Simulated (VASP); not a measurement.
MnO2: single point with PBE+U

MnO2:

```xyz
6
Lattice="4.3960 0.0000 0.0000 0.0000 4.3960 0.0000 0.0000 0.0000 2.8710" Properties=species:S:1:pos:R:3 pbc="T T T"
Mn    0.0000    0.0000    0.0000
Mn    2.1980    2.1980    1.4355
O     1.3276    1.3276    0.0000
O     0.8704    3.5256    1.4355
O     3.0684    3.0684    0.0000
O     3.5256    0.8704    1.4355
```

| Quantity | Value |
| --- | --- |
| Program | VASP 6.6.1 |
| Task | single point |
| Functional | PBE |
| Potentials or basis | VASP PAW PBE potentials, release 64 (Mn_sv, O) |
| Cutoff | 700 eV |
| k mesh | 5 × 5 × 8 |
| Occupations | gaussian, width 0.05 eV |
| Spin | collinear spin, ferromagnetic start |
| Starting moments | [2.0, 2.0, 0.0, 0.0, 0.0, 0.0] μB |
| Fixed moment | 4 μB |
| Hubbard terms | Mn d U = 3.9 eV |

- Pressure: 4.7 GPa
- Largest force: 0.504 eV/Å
- Net moment: 4.00 μB per cell
- Site moments: Mn +2.11; O -0.08 μB
- Valence electrons inside the program's atomic spheres: Mn 12.75; O 5.04

Forces on the atoms (eV/Å):
```
Mn   0.000  0.000  0.000
Mn   0.000  0.000  0.000
O    0.356  0.356  0.000
O   -0.356  0.356  0.000
O   -0.356 -0.356  0.000
O    0.356 -0.356  0.000
```

Stress tensor (GPa, compression positive):
```
5.40 0.00 0.00
0.00 5.40 0.00
0.00 0.00 3.33
```

Eigenvalues of the final occupation matrices:
```
    site  spin  trace               eigenvalues
site 1 d     1   3.27  0.36 0.36 0.73 0.90 0.92
site 1 d     2   1.18  0.05 0.11 0.23 0.26 0.54
site 2 d     1   3.27  0.36 0.36 0.73 0.90 0.92
site 2 d     2   1.18  0.05 0.11 0.23 0.26 0.54
```

Wall time 3.9 min on 1 thread of Intel(R) Xeon(R) Platinum 8375C CPU @ 2.90GHz (Ice Lake) (shared host), peak memory 0.32 GiB.

Caveat: the cell stands under pressure; the total moment is fixed, so each spin has its own Fermi level and the state may be an excited one; the run started ferromagnetic, and an antiferromagnetic order may lie lower in energy. The state reached can hang on the start; a lower one may exist.
